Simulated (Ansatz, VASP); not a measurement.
**HfC in VASP and in Ansatz**

The input INCAR:

```
SYSTEM = HfC
PREC     = Accurate       ! precision mode
ENCUT    = 520            ! plane-wave cutoff, eV
EDIFF    = 1E-6           ! SCF threshold, eV
ISMEAR   = 0              ! smearing method
SIGMA    = 0.1            ! smearing width, eV
LREAL    = .False.        ! projectors in reciprocal space
LASPH    = .True.         ! aspherical terms in the spheres
NELM     = 100            ! most SCF steps
ALGO     = Normal         ! electronic algorithm
ISIF     = 2              ! what is computed and relaxed
LWAVE    = .False.        ! write WAVECAR
LCHARG   = .False.        ! write CHGCAR
GGA      = PE             ! functional
NBANDS   = 14             ! bands
```

Contents of KPOINTS:

```
Automatic mesh
0
Gamma
  11 11 11
  0 0 0
```

Contents of POSCAR:

```
HfC
1.0
    0.0000000000      2.3250000000      2.3250000000
    2.3250000000      0.0000000000      2.3250000000
    2.3250000000      2.3250000000      0.0000000000
Hf C
1 1
Direct
    0.5215053763      0.4784946237      0.4784946237
    0.0000000000      0.0000000000      0.0000000000
```

Input for Ansatz:

```yaml
crystal:
  lattice:
    - [0.0, 2.325, 2.325]
    - [2.325, 0.0, 2.325]
    - [2.325, 2.325, 0.0]
  atoms:
    - { symbol: Hf, position: [0.521505376344086, 0.478494623655914, 0.478494623655914] }
    - { symbol: C, position: [0.0, 0.0, 0.0] }
basis:
  ecutwfc: 517.016338673772
kpoints:
  mp_grid:
    grid: [11, 11, 11]
    shift: [0.0, 0.0, 0.0]
hamiltonian:
  xc: pbe
  pseudopotentials:
    kind: paw
scf:
  occupations:
    method: gaussian
output:
  forces: true
```

Alike in both runs: task single point; functional PBE; k mesh 11 × 11 × 11; no spin polarisation.

|  | VASP | Ansatz |
| --- | --- | --- |
| version | VASP 6.6.1 | Ansatz 0.2.0 |
| potentials or method | VASP PAW PBE potentials, release 64 (Hf_pv, C), cutoff 520 eV | plane waves, PAW |
| occupations | gaussian, width 0.1 eV | gaussian |
| valence electrons in the cell | 14 | 30 |

```csv
,VASP,Ansatz,Ansatz less VASP
rms of the force components (eV/Å),0.421,0.425,+0.0044
```

Atom by atom the forces differ by 0.004 eV/Å (rms over components). VASP's potentials hold 14 valence electrons a cell and Ansatz's 30, so a difference there can come from the potentials and not from the codes.

Neither program's run includes spin-orbit coupling.
